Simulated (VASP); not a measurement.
Here is a VASP 6.6.1 calculation.

File INCAR:

```
PREC = Accurate ; ENCUT = 520
EDIFF = 1E-6 ; ISMEAR = 0
SIGMA = 0.1 ; LREAL = F
LASPH = T ; NELM = 60
ALGO = Normal ; ISIF = 2
LWAVE = F ; LCHARG = T
GGA = PE ; LELF = T
LVHAR = T ; NBANDS = 46
```

File KPOINTS:

```
Automatic mesh
0
Gamma
  4 2 2
```

File POSCAR:

```
CdSe
1.0
   -0.0038057033      4.5115664239     -0.0081634984
    0.0015876310     -0.0139218619      7.4585791738
    8.1658631460     -0.0066852474      0.0018397228
Cd Se
4 4
Direct
    0.7509197246      0.3984187632      0.8411344144
    0.2458125104      0.8990623818      0.6593629312
    0.7478324409      0.1012694410      0.3405939638
    0.2557942731      0.6013706281      0.1588145691
    0.2515957571      0.5952654212      0.8222981646
    0.7473131211      0.0953193455      0.6777338748
    0.2472548706      0.9046788730      0.3223528683
    0.7534773022      0.4046151462      0.1777092138
```

Potentials or basis: VASP PAW PBE potentials, release 64 (Cd, Se).

Launch:

```console
$ cat potpaw_PBE.64/Cd/POTCAR potpaw_PBE.64/Se/POTCAR > POTCAR
$ mpirun -np 1 vasp_std > vasp.out
```

Question: Predict the pressure.

Answer: 0.3 GPa.

Question: Predict the largest force.

Answer: 0.026 eV/Å.

Question: What does it give for the band gap on the k mesh?

Answer: 0.75 eV.

Forces on the atoms (eV/Å):
```
Cd  -0.003  0.004 -0.004
Cd  -0.003  0.006 -0.020
Cd   0.010 -0.004  0.002
Cd   0.007 -0.019  0.016
Se  -0.007  0.002  0.006
Se  -0.005  0.012  0.009
Se  -0.002  0.001 -0.013
Se   0.001 -0.001  0.004
```

Caveat: the k points lie up to 0.42 Å⁻¹ apart.
